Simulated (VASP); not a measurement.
A run of VASP 6.6.1 is set up as follows.

The input INCAR:

```
ALGO = Normal ; EDIFF = 1E-6
ENCUT = 520 ; ISIF = 2
ISMEAR = 1 ; LASPH = T
LCHARG = F ; LREAL = F
LWAVE = F ; NBANDS = 18
NELM = 100 ; PREC = Accurate
SIGMA = 0.02
```

The input KPOINTS:

```
k-points
0
Gamma
  14 14 14
```

The input POSCAR:

```
BiTe
1.0
    0.0000000000      3.2390437500      3.2390437500
    3.2350000000      0.0040437500      3.2350000000
    3.2350000000      3.2350000000      0.0040437500
Bi Te
1 1
Direct
    0.0000000000      0.0000000000      0.0000000000
    0.5000000000      0.5000000000      0.5000000000
```

Potentials or basis: VASP PAW LDA potentials, release 64 (Bi_d, Te).

The run is started by

```sh
$ cat potpaw_LDA.64/Bi_d/POTCAR potpaw_LDA.64/Te/POTCAR > POTCAR
$ mpirun -np 1 vasp_std > vasp.out
```

Question: Predict the band gap on the k mesh.

Answer: Zero (an odd number of electrons rules out a gap without spin polarisation).

Question: What does it give for the pressure?

Answer: -2.8 GPa.

Caveat: the cell differs from its parent crystal (strain +0.0025 x Voigt [0, 0, 0, 1, 0, 0]); spin-orbit coupling is left out, which moves the levels of the heavy elements.
